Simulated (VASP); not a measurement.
**ZnCd2Se3: relaxation of cell and atoms with PBE**

The system is ZnCd2Se3.

```
Zn Cd Se
1.0
     6.75418    0.00000    0.00000
    -3.37709    5.84929    0.00000
     0.00000    0.00000    4.10746
Zn Cd Se
1 2 3
Direct
  0.00000 0.00000 0.50000
  0.66667 0.33333 0.50000
  0.33333 0.66667 0.50000
  0.00000 0.50000 0.00000
  0.50000 0.50000 0.00000
  0.50000 0.00000 0.00000
```

The cell was built from a structure type or drawn by symmetry, and may not be a known phase.

```
Program                : VASP 6.6.1
Task                   : relaxation of cell and atoms
Functional             : PBE
Potentials or basis    : VASP PAW PBE potentials, release 64 (Zn, Cd, Se)
Cutoff                 : 600 eV
k mesh                 : 6 × 6 × 10
Occupations            : gaussian, width 0.1 eV
Spin                   : no spin polarisation
Dipole correction      : no
Further INCAR settings : ALGO = Normal; EDIFF = 1e-06; IBRION = 2; EDIFFG = -0.01; NSW = 100; ISIF = 3
```

- Relaxed volume: 27.61 Å³/atom
- Relaxed cell: a = 6.896 Å, b = 6.896 Å, c = 4.022 Å, α = 90.00°, β = 90.00°, γ = 120.00°
- Space group after relaxing (to 0.1 Å): P6/mmm (No. 191)
- Energy gained by relaxing: 3.5 meV/atom
- Ionic steps: 7
- Pressure after relaxing: 0.0 GPa
- Band gap on the k mesh: zero (bands 27 and 28 overlap by 0.64 eV)

Step by step:
```csv
step,energy change (eV),largest force (eV/Å),pressure (GPa),volume (Å³)
1,0.0000,0.0000,0.35,162.27
2,-0.0096,0.0000,0.11,163.66
3,-0.0182,0.0000,-0.42,166.89
4,-0.0207,0.0000,0.07,165.48
5,-0.0211,0.0000,-0.08,165.87
6,-0.0211,0.0000,-0.05,165.85
7,-0.0212,0.0000,-0.02,165.63
```

Final structure:
```
Zn Cd Se
1.0
     6.89621    0.00000    0.00000
    -3.44811    5.97229    0.00000
     0.00000    0.00000    4.02158
Zn Cd Se
1 2 3
Direct
  0.00000 0.00000 0.50000
  0.66667 0.33333 0.50000
  0.33333 0.66667 0.50000
  0.00000 0.50000 0.00000
  0.50000 0.50000 0.00000
  0.50000 0.00000 0.00000
```

Levels at points of the mesh, in eV from the Fermi level:
```csv
k point,band 24,band 25,band 26,band 27,band 28,band 29,band 30,band 31
"(0.00, 0.00, 0.00)",-0.24,-0.24,0.15,0.15,0.19,0.20,3.91,3.91
"(0.50, 0.00, 0.00)",-1.70,-1.09,-0.25,-0.02,0.22,1.25,2.72,3.67
"(0.00, 0.00, 0.50)",-2.00,-1.08,-0.13,0.45,0.69,0.69,2.46,2.46
"(0.50, 0.00, 0.50)",-1.78,-1.14,-0.83,-0.63,0.64,1.16,2.77,3.72
```

It took 7.7 min on 1 thread of Intel(R) Xeon(R) 6975P-C (Granite Rapids), with other jobs on the host, peak memory 0.51 GiB.

Caveat: semilocal functionals underestimate gaps, so a narrow gap can read as zero.
